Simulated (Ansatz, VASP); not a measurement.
# TaO: VASP beside Ansatz

The input POSCAR:

```
TaO
1.0
    3.0661100000      0.0000000000      0.0000000000
   -1.5330600000      2.6553300000      0.0000000000
    0.0000000000      0.0000000000      3.8550200000
Ta O
1 1
Direct
    0.0000000000      0.0000000000      0.5000000000
    0.0000000000      0.0000000000      0.0000000000
```

Contents of INCAR.step1:

```
PREC     = Accurate       # precision mode
ENCUT    = 520            # plane-wave cutoff, eV
EDIFF    = 1E-5           # SCF threshold, eV
ISMEAR   = -1             # smearing method
SIGMA    = 0.05           # smearing width, eV
LREAL    = F              # projectors in reciprocal space
LASPH    = T              # aspherical terms in the spheres
NELM     = 60             # most SCF steps
ALGO     = Normal         # electronic algorithm
ISIF     = 2              # what is computed and relaxed
LWAVE    = T              # write WAVECAR
LCHARG   = F              # write CHGCAR
GGA      = PE             # functional
NBANDS   = 16             # bands
```

The input INCAR.step2:

```
PREC     = Accurate       # precision mode
ENCUT    = 520            # plane-wave cutoff, eV
EDIFF    = 1E-6           # SCF threshold, eV
ISMEAR   = -1             # smearing method
SIGMA    = 0.05           # smearing width, eV
LREAL    = F              # projectors in reciprocal space
LASPH    = T              # aspherical terms in the spheres
NELM     = 60             # most SCF steps
ALGO     = Normal         # electronic algorithm
ISIF     = 2              # what is computed and relaxed
LWAVE    = F              # write WAVECAR
LCHARG   = F              # write CHGCAR
GGA      = PE             # functional
LHFCALC  = T              # exact exchange
HFSCREEN = 0.2079         # screening, 1/A
PRECFOCK = Normal       
ISTART   = 1            
NBANDS   = 16             # bands
```

The input KPOINTS:

```
Automatic mesh
0
Gamma
  5 5 4
```

The input input:

```
crystal:
  lattice:
    - [3.06611, 0.0, 0.0]
    - [-1.53306, 2.65533, 0.0]
    - [0.0, 0.0, 3.85502]
  atoms:
    - { symbol: Ta, position: [0.0, 0.0, 0.5] }
    - { symbol: O, position: [0.0, 0.0, 0.0] }
hamiltonian:
  xc: hse06
  pseudopotentials: { kind: paw }
kpoints:
  mp_grid: { grid: [5, 5, 4] }
  band_path:
    path:
      - [[0.0, 0.0, 0.0], [0.5, 0.0, 0.0], [0.3333333333, 0.3333333333, 0.0], [0.0, 0.0, 0.0], [0.0, 0.0, 0.5], [0.5, 0.0, 0.5], [0.3333333333, 0.3333333333, 0.5], [0.0, 0.0, 0.5]]
      - [[0.5, 0.0, 0.5], [0.5, 0.0, 0.0]]
      - [[0.3333333333, 0.3333333333, 0.0], [0.3333333333, 0.3333333333, 0.5]]
    npoints: 4
scf:
  occupations: { method: fermi_dirac, width: 0.05 }
  n_extra_bands: 6
output:
  forces: true
  stress: true
  eigenvalues: true
  fatbands: false
  write_density: true
  write_potential: true
  elf: true
  volumetric_format: npy
```

Alike in both runs: functional HSE06; k mesh 5 × 5 × 4; occupations fermi-dirac, width 0.05 eV; no spin polarisation.

|  | VASP | Ansatz |
| --- | --- | --- |
| version | VASP 6.6.1 | Ansatz 0.2.0 |
| potentials or method | VASP PAW PBE potentials, release 64 (Ta_pv, O) | Ansatz PAW |
| plane-wave cutoff (eV) | 520 | 420 |
| valence electrons in the cell | 17 | 19 |
| task | single point | band structure |

```tsv
	VASP	Ansatz	Ansatz less VASP
gap on the k mesh at the Fermi level (eV)	none	none	-
pressure (GPa)	-5.3	-5.1	+0.26
traceless stress, the component that is largest in VASP (GPa)	-6.06	-6.80	-0.735
```

A gap of «none» marks a metal or a gap that the smearing closes. The functional is the same, so the differences come from potentials, cutoffs and numerics. VASP's potentials hold 17 valence electrons a cell and Ansatz's 19, so a difference there can come from the potentials and not from the codes.

The k mesh is coarse, so the values compare programs but aren't converged. Neither program's run includes spin-orbit coupling.
